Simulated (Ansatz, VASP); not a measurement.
Two plane-wave programs on CoO

File INCAR:

```
PREC     = Accurate       # precision mode
ENCUT    = 600            # plane-wave cutoff, eV
EDIFF    = 1E-6           # SCF threshold, eV
ISMEAR   = 0              # smearing method
SIGMA    = 0.1            # smearing width, eV
LREAL    = False          # projectors in reciprocal space
LASPH    = True           # aspherical terms in the spheres
NELM     = 200            # most SCF steps
ALGO     = Normal         # electronic algorithm
ISIF     = 2              # what is computed and relaxed
LWAVE    = False          # write WAVECAR
LCHARG   = False          # write CHGCAR
ISPIN    = 2              # spin polarisation
MAGMOM   = -2.22 2.22 -0.17 0.17 # initial moments
LORBIT   = 11             # projections on sites
LMAXMIX  = 4              # l up to which the mixer works
GGA      = PS             # functional
NBANDS   = 27             # bands
GGA_COMPAT= False
```

File KPOINTS:

```
regular mesh
0
Gamma
  1 1 1
```

Contents of POSCAR:

```
CoO
1.0
    1.6022198417      0.9250420569      5.1329417806
   -1.6022198417      0.9250420569      5.1329417806
    0.0000000000     -1.8500841138      5.1329417806
Co O
2 2
Direct
    0.9994877300      0.9994877300      0.9994877300
    0.4994905900      0.4994905900      0.4994905900
    0.3754955300      0.3754955300      0.3754955300
    0.8755255000      0.8755255000      0.8755255000
```

Input for Ansatz:

```yaml
crystal:
  lattice:
    - [1.6022198417, 0.9250420569, 5.1329417806]
    - [-1.6022198417, 0.9250420569, 5.1329417806]
    - [0.0, -1.8500841138, 5.1329417806]
  atoms:
    - { symbol: Co, position: [0.99948773, 0.99948773, 0.99948773], spin: -2.22 }
    - { symbol: Co, position: [0.49949059, 0.49949059, 0.49949059], spin: 2.22 }
    - { symbol: O, position: [0.37549553, 0.37549553, 0.37549553], spin: -0.17 }
    - { symbol: O, position: [0.8755255, 0.8755255, 0.8755255], spin: 0.17 }
basis:
  ecutwfc: 420
kpoints:
  mp_grid: { grid: [1, 1, 1] }
hamiltonian:
  xc: pbesol
scf:
  occupations: { method: gaussian, width: 0.1 }
output:
  forces: true
  stress: true
  eigenvalues: true
  populations: true
magnetization:
  spin_polarized: true
```

Alike in both runs: task single point; functional PBEsol; k mesh 1 × 1 × 1; occupations gaussian, width 0.1 eV; collinear spin.

|  | VASP | Ansatz |
| --- | --- | --- |
| version | VASP 6.6.1 | Ansatz 0.2.0 |
| potentials or method | VASP PAW PBE potentials, release 64 (Co, O), cutoff 600 eV | scalar-relativistic, plane waves, PAW |
| valence electrons in the cell | 30 | 46 |

```tsv
	VASP	Ansatz	Ansatz less VASP
pressure (GPa)	-4.7	-3.8	+0.95
traceless stress, the component that is largest in VASP (GPa)	-5.36	-5.87	-0.510
rms of the force components (eV/Å)	1.402	1.358	-0.0441
net moment per atom (μB)	0.00	0.50	+0.499
size of the moment on the site where the two differ most (μB)	1.75	1.33	-0.420
```

The net moments are unlike, so the other rows may belong to different states. VASP's potentials were made for PBE, not for PBEsol. Site moments also hang on the region over which each program counts them. Atom by atom the forces differ by 0.192 eV/Å (rms over components). VASP's potentials hold 30 valence electrons a cell and Ansatz's 46, so a difference there can come from the potentials and not from the codes. Ansatz's warnings: seeded moment not kept, stability check not made.

The k mesh is coarse, so the values compare programs but aren't converged.
